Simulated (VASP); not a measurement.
Here is a VASP 6.6.1 calculation.

Contents of INCAR:

```
ALGO = Normal ; EDIFF = 1E-6
ENCUT = 520 ; GGA = PE
ISIF = 2 ; ISMEAR = -1
LASPH = T ; LCHARG = F
LREAL = F ; LWAVE = F
NBANDS = 16 ; NELM = 80
PREC = Accurate ; SIGMA = 0.02
```

KPOINTS

```
k-points
0
Gamma
  10 10 10
```

File POSCAR:

```
GaN
1.0
    0.0560502360      2.1013100133      2.1013100133
    2.1013100133      0.0560502360      2.1013100133
    2.1013100133      2.1013100133      0.0560502360
Ga N
1 1
Direct
    0.0000000000      0.0000000000      0.0000000000
    0.5000000000      0.5000000000      0.5000000000
```

Potentials or basis: VASP PAW PBE potentials, release 64 (Ga_d, N).

Command:

```console
$ cat potpaw_PBE.64/Ga_d/POTCAR potpaw_PBE.64/N/POTCAR > POTCAR
$ mpirun -np 1 vasp_std > vasp.out
```

Problem. Predict the pressure.

Solution. 23.4 GPa.

Problem. Predict the band gap on the k mesh.

Solution. 0.83 eV (least direct gap 3.26 eV).

Stress tensor (GPa, compression positive):
```
23.41 -6.44 -6.44
-6.44 23.41 -6.44
-6.44 -6.44 23.41
```

Caveat: the cell differs from its parent crystal (epitaxial 111 strain -3.0%); the cell stands under pressure. A k mesh can miss the band edges.
